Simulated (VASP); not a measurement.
# P (R-3m) in VASP: further runs

The runs below take P through single point, with r2SCAN.

Everything below comes from runs of VASP 6.6.1. Logs are shortened: lines on timing, memory, paths and dates and some standing lists are left out, and cuts for length are marked.

### Step 1. The cell of the first run

The structure is trigonal, space group R-3m (No. 166). Conventional cell: a = 3.320 Å, b = 3.320 Å, c = 8.091 Å, α = 90.00°, β = 90.00°, γ = 120.00°. P (site symmetry 3m) has 6 P at 2.27 to 2.42 Å within 3.0 Å.

### Step 2. Single point, r2SCAN

POSCAR reads:

```
P
1.0
    1.6599605967      0.9583786974      2.6969480921
   -1.6599605967      0.9583786974      2.6969480921
    0.0000000000     -1.9167573947      2.6969480921
P
2
Direct
    0.7578532767      0.7578532767      0.7578532767
    0.2421467233      0.2421467233      0.2421467233
```

INCAR.step1 reads:

```
SYSTEM = P
PREC = Accurate ; ENCUT = 520
ISMEAR = -1 ; SIGMA = 0.05
LREAL = .False. ; LASPH = .True.
NELM = 100 ; NBANDS = 12
GGA = PE ; ALGO = Normal
EDIFF = 1E-4 ; LWAVE = .True.
LCHARG = .False.
```

INCAR.step2 reads:

```
SYSTEM = P
PREC = Accurate ; ENCUT = 520
EDIFF = 1E-7 ; ISMEAR = -1
SIGMA = 0.05 ; LREAL = .False.
LASPH = .True. ; NELM = 100
ALGO = Normal ; ISIF = 2
LWAVE = .False. ; LCHARG = .False.
METAGGA = R2SCAN ; LMIXTAU = .True.
NBANDS = 12 ; ISTART = 1
```

KPOINTS reads:

```
regular mesh
0
Gamma
  9 9 9
  0 0 0
```

Potentials or basis: VASP PAW PBE potentials, release 64 (P).

Run with:

```sh
$ cat potpaw_PBE.64/P/POTCAR > POTCAR
$ cp INCAR.step1 INCAR
$ mpirun -np 1 vasp_std > vasp.out
$ cp INCAR.step2 INCAR
$ mpirun -np 1 vasp_std > vasp.out
```

OUTCAR:

```text
SYSTEM = P
   PREC = Accurate
   ENCUT = 520
   EDIFF = 1E-7
   ISMEAR = -1
   LREAL = .False.
   LASPH = .True.
   NELM = 100
   ISIF = 2
   METAGGA = R2SCAN
   ISTART = 1

 ion  position               nearest neighbor table
   1  0.758  0.758  0.758-   2 2.27   2 2.27   2 2.27   2 2.42   2 2.42   2 2.42
   2  0.242  0.242  0.242-   1 2.27   1 2.27   1 2.27   1 2.42   1 2.42   1 2.42

  LATTYP: Found a trigonal (rhomboedric) cell.
 ALAT       =     3.3086988261
 COS(alpha) =     0.4966024713

  Lattice vectors:

 A1 = (   1.6599605967,   0.9583786974,   2.6969480921)
 A2 = (  -1.6599605967,   0.9583786974,   2.6969480921)
 A3 = (   0.0000000000,  -1.9167573947,   2.6969480921)

Analysis of symmetry for initial positions (statically):
=====================================================================
 Subroutine PRICEL returns:
 Original cell was already a primitive cell.

 Routine SETGRP: Setting up the symmetry group for a
 trigonal (rhombohedral) supercell.

 Subroutine GETGRP returns: Found 12 space group operations
 (whereof 12 operations were pure point group operations)
 out of a pool of 12 trial point group operations.

The static configuration has the point symmetry D_3d.

Analysis of symmetry for dynamics (positions and initial velocities):
=====================================================================
 Subroutine PRICEL returns:
 Original cell was already a primitive cell.

 Routine SETGRP: Setting up the symmetry group for a
 trigonal (rhombohedral) supercell.

 Subroutine GETGRP returns: Found 12 space group operations
 (whereof 12 operations were pure point group operations)
 out of a pool of 12 trial point group operations.

The dynamic configuration has the point symmetry D_3d.

 Subroutine INISYM returns: Found 12 space group operations
 (whereof 12 operations are pure point group operations),
 and found     1 'primitive' translations

----------------------------------------------------------------------------------------

                                     Primitive cell

  volume of cell :      25.7430

  direct lattice vectors                    reciprocal lattice vectors
     1.659960597  0.958378697  2.696948092     0.301211969  0.173904811  0.123596496
    -1.659960597  0.958378697  2.696948092    -0.301211969  0.173904811  0.123596496
     0.000000000 -1.916757395  2.696948092     0.000000000 -0.347809623  0.123596496

  length of vectors
     3.308698826  3.308698826  3.308698826     0.369117363  0.369117363  0.369117363

  position of ions in fractional coordinates (direct lattice)
     0.757853277  0.757853277  0.757853277
     0.242146723  0.242146723  0.242146723

  ion indices of the primitive-cell ions
   primitive index   ion index
                 1           1
                 2           2

----------------------------------------------------------------------------------------

 KPOINTS: regular mesh

Automatic generation of k-mesh.
 Grid dimensions read from file:
 generate k-points for:    9    9    9

 Generating k-lattice:

  Cartesian coordinates                     Fractional coordinates (reciprocal lattice)
     0.033467997  0.019322757  0.013732944     0.111111111  0.000000000  0.000000000
    -0.033467997  0.019322757  0.013732944     0.000000000  0.111111111  0.000000000
     0.000000000 -0.038645514  0.013732944     0.000000000  0.000000000  0.111111111

  Length of vectors
     0.041013040  0.041013040  0.041013040

  Shift w.r.t. Gamma in fractional coordinates (k-lattice)
     0.000000000  0.000000000  0.000000000

 Subroutine IBZKPT returns following result:
 ===========================================

 Found     85 irreducible k-points:

 Following reciprocal coordinates:
            Coordinates               Weight
  0.000000  0.000000  0.000000      1.000000
  0.111111  0.000000  0.000000      6.000000
  0.222222  0.000000  0.000000      6.000000
  0.333333  0.000000  0.000000      6.000000
  0.444444  0.000000  0.000000      6.000000
  0.111111  0.111111  0.000000      6.000000
[... 16 lines left out ...]
 -0.333333  0.333333  0.000000      6.000000
  0.444444  0.444444  0.000000      6.000000
 [... further k-points ...]
   k-points           NKPTS =     85   k-points in BZ     NKDIM =     85   number of bands    NBANDS=     12
   number of dos      NEDOS =    301   number of ions     NIONS =      2
   total plane-waves  NPLWV =  21952
   dimension x,y,z NGX =    28 NGY =   28 NGZ =   28
   dimension x,y,z NGXF=    56 NGYF=   56 NGZF=   56
   ions per type =               2
   NGX,Y,Z   is equivalent  to a cutoff of  14.07, 14.07, 14.07 a.u.
   NGXF,Y,Z  is equivalent  to a cutoff of  28.14, 28.14, 28.14 a.u.
 SYSTEM =  P
   PREC   = accura    normal or accurate (medium, high low for compatibility)
   ISTART =      1    job   : 0-new  1-cont  2-samecut
   ICHARG =      0    charge: 1-file 2-atom 10-const
   ISPIN  =      1    spin polarized calculation?
   LNONCOLLINEAR =      F non collinear calculations
   LSORBIT =      F    spin-orbit coupling
   LASPH  =      T    aspherical Exc in radial PAW
   ENCUT  =  520.0 eV  38.22 Ry    6.18 a.u.   6.15  6.15  6.15*2*pi/ulx,y,z
   NELM   =    100;   NELMIN=  2; NELMDL=  0     # of ELM steps
   EDIFF  = 0.1E-06   stopping-criterion for ELM
   LREAL  =      F    real-space projection
   EDIFFG = 0.1E-05   stopping-criterion for IOM
   NSW    =      0    number of steps for IOM
   IBRION =     -1    ionic relax: 0-MD 1-quasi-New 2-CG
   NFREE  =      0    steps in history (QN), initial steepest desc. (CG)
   ISIF   =      2    stress and relaxation
   ISYM   =      2    0-nonsym 1-usesym 2-fastsym
   POTIM  = 0.5000    time-step for ionic-motion
   TEBEG  =    0.0;   TEEND  =   0.0 temperature during run
   PSTRESS=    0.0 pullay stress
   NELECT =      10.0000    total number of electrons
   NUPDOWN=      -1.0000    fix difference up-down
   EMIN   =  10.00;   EMAX   =-10.00  energy-range for DOS
   EFERMI =   0.00;   METHOD = LEGACY
   ISMEAR =    -1;   SIGMA  =   0.05  broadening in eV -4-tet -1-fermi 0-gaus
   EFERMI_NEDOS =   21; number of points for ismear=-14 and -15
   IALGO  =     38    algorithm
   IMIX   =      4    mixing-type and parameters
     AMIX     =   0.40;   BMIX     =  1.00
     AMIX_MAG =   1.60;   BMIX_MAG =  1.00
  volume/ion in A,a.u.               =      12.87        86.86
  Fermi-wavevector in a.u.,A,eV,Ry     =   1.194507  2.257290 19.413421  1.426846
  Thomas-Fermi vector in A             =   2.330495
   LORBIT       =      0    0 simple, 1 ext, 2 COOP (PROOUT), +10 PAW based schemes
   METAGGA = R2SCAN    functional components
   LHFCALC =     F    Hartree Fock is set to
   AEXX    =    0.0000 exact exchange contribution
   IVDW    =     0    specifies the selected vdW correction
   LEPSILON=     F    determine dielectric tensor
   LRPA    =     F    only Hartree local field effects (RPA)
 non-spin polarized calculation
  energy-cutoff  :      520.00
  volume of cell :       25.74
 maximum number of plane-waves:       713
 NGX is ok and might be reduce to    28
   NGX = 13   NGY = 13   NGZ = 13

 number of electron       9.9999999 magnetization

 Free energy of the ion-electron system (eV)
  ---------------------------------------------------
  ext. energy  EPLUGINS =         0.00000000
  ---------------------------------------------------
  free energy    TOTEN  =       -17.48387085 eV

  energy without entropy =      -17.47973770  energy(sigma->0) =      -17.48180427

 E-fermi :  11.5850     XC(G=0): -12.4506

 val. band max:       11.5501180010   @ k =   0.4444   0.2222   0.2222
 cond. band min:      11.5872604901   @ k =   0.3333   0.0000   0.0000
 fundamental gap:      0.0371424891
 Fermi energy:        11.5849997250

 k-point     1 :       0.0000    0.0000    0.0000
  band No.  band energies     occupation
      1      -7.2619      2.00000
      2       8.8204      2.00000
      3       8.8204      2.00000
      4       9.0907      2.00000
      5      11.6294      0.58343
      6      15.5668      0.00000
      7      15.8270      0.00000
      8      15.8270      0.00000
      9      17.7341      0.00000
     10      17.7341      0.00000
     11      18.1648      0.00000
     12      18.5240      0.00000

 k-point     2 :       0.1111    0.0000    0.0000
  band No.  band energies     occupation
      1      -7.0182      2.00000
      2       6.9405      2.00000
      3       8.7514      2.00000
      4       8.9904      2.00000
      5      12.6164      0.00000
      6      15.2412      0.00000
      7      15.3899      0.00000
      8      16.3012      0.00000
      9      16.5297      0.00000
     10      16.6123      0.00000
     11      17.5611      0.00000
     12      21.1358      0.00000

 k-point     3 :       0.2222    0.0000    0.0000
  band No.  band energies     occupation
      1      -6.2894      2.00000
      2       4.0278      2.00000
      3       8.6566      2.00000
      4       8.8939      2.00000
      5      12.8006      0.00000
      6      13.3550      0.00000
      7      13.6147      0.00000
      8      15.9749      0.00000
      9      17.9704      0.00000
     10      18.1474      0.00000
     11      18.5886      0.00000
     12      24.5226      0.00000
[... 286 lines left out ...]
 k-point    23 :      -0.3333    0.3333    0.0000
  band No.  band energies     occupation
      1      -1.6060      2.00000
      2      -0.6081      2.00000
      3       2.5278      2.00000
      4       6.7325      2.00000
      5       8.5143      2.00000
      6      14.5693      0.00000
      7      17.8176      0.00000
      8      18.3205      0.00000
      9      21.3143      0.00000
     10      21.3907      0.00000
     11      22.6299      0.00000
     12      27.4779      0.00000

 k-point    24 :       0.4444    0.4444    0.0000
  band No.  band energies     occupation
      1      -2.5520      2.00000
      2       1.7359      2.00000
      3       4.0230      2.00000
      4       5.2062      2.00000
      5       5.3972      2.00000
      6      11.9320      0.00194
      7      20.9557      0.00000
      8      21.0535      0.00000
      9      21.2602      0.00000
     10      23.9013      0.00000
     11      27.4637      0.00000
     12      27.5094      0.00000

 [... further k-points ...]
[... 5 lines left out ...]
  --------------------------------------------------------------------------------------
  -------------------------------------------------------------------------------------
  Total        3.0653344      3.0653344      3.0818077      0.0000000      0.0000000      0.0000000
  in kB      190.7786074    190.7786075    191.8038659      0.0000000      0.0000000      0.0000000
  external PRESSURE =     191.1203603 kB  Pullay stress =       0.0000000 kB

 VOLUME and BASIS-vectors are now :
 -----------------------------------------------------------------------------
  energy-cutoff  :      520.00
  volume of cell :       25.74
      direct lattice vectors                 reciprocal lattice vectors
     1.659960597  0.958378697  2.696948092     0.301211969  0.173904811  0.123596496
    -1.659960597  0.958378697  2.696948092    -0.301211969  0.173904811  0.123596496
     0.000000000 -1.916757395  2.696948092     0.000000000 -0.347809623  0.123596496

 POSITION                                       TOTAL-FORCE (eV/Angst)
 -----------------------------------------------------------------------------------
      0.00000      0.00000      6.13167         0.000000      0.000000      0.064261
      0.00000      0.00000      1.95917         0.000000     -0.000000     -0.064261
 -----------------------------------------------------------------------------------
    total drift:                                0.000000      0.000000      0.000000

  FREE ENERGIE OF THE ION-ELECTRON SYSTEM (eV)
  ---------------------------------------------------
  free  energy   TOTEN  =       -17.4838708499 eV

  energy  without entropy=      -17.4797376986  energy(sigma->0) =      -17.48180427
```

Wall time 1.8 min (1 thread of Intel Xeon Platinum 8488C (Sapphire Rapids), shared host); peak memory 0.16 GiB.

Results:

| Item | Value |
| --- | --- |
| Free energy | -17.4839 eV |
| Pressure | 19.1 GPa |
| Largest force | 0.064 eV/Å |
| Band gap on the k mesh | zero (band 5 reaches 13.08 eV, above the bottom of band 6 at 10.40 eV) |

Forces on the atoms (eV/Å):
```
P    0.000  0.000  0.064
P    0.000  0.000 -0.064
```

Caveat: the PAW data sets were made with another functional, which shifts forces and pressure a little.

(Continued in part 2 of 2.)
